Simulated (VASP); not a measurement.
A run of VASP 6.6.1 is set up as follows.

The input INCAR:

```
SYSTEM = Be2CdO3
  ALGO = Normal
  EDIFF = 1E-6
  ENCUT = 520
  GGA = PE
  ISIF = 2
  ISMEAR = 0
  LASPH = .TRUE.
  LCHARG = .FALSE.
  LREAL = .FALSE.
  LWAVE = .FALSE.
  NBANDS = 26
  NELM = 100
  PREC = Accurate
  SIGMA = 0.1
```

KPOINTS

```
k-points
0
G
  6 6 2
  0 0 0
```

Contents of POSCAR:

```
Be2CdO3
1.0
    2.5703195263      0.0000000000      0.0000000000
    0.0000000000      2.5703195263      0.0000000000
    0.0000000000      0.0000000000      7.9764672765
Be Cd O
2 1 3
Direct
    0.5000000000      0.5000000000      0.8458936172
    0.5000000000      0.5000000000      0.1541063828
    0.5000000000      0.5000000000      0.5000000000
    0.0000000000      0.0000000000      0.0000000000
    0.0000000000      0.0000000000      0.7067543622
    0.0000000000      0.0000000000      0.2932456378
```

Potentials or basis: VASP PAW PBE potentials, release 64 (Be, Cd, O).

Command:

```sh
$ cat potpaw_PBE.64/Be/POTCAR potpaw_PBE.64/Cd/POTCAR potpaw_PBE.64/O/POTCAR > POTCAR
$ mpirun -np 1 vasp_std > vasp.out
```

Predict the pressure.

1.1 GPa.

What does it give for the band gap on the k mesh?

Zero (bands 17 and 18 overlap by 0.39 eV).

Estimate the largest force.

0.088 eV/Å.

Stress tensor (GPa, compression positive):
```
1.19 0.00 0.00
0.00 1.19 0.00
0.00 0.00 0.95
```

Caveat: the k points lie up to 0.41 Å⁻¹ apart; semilocal functionals underestimate gaps, so a narrow gap can read as zero.
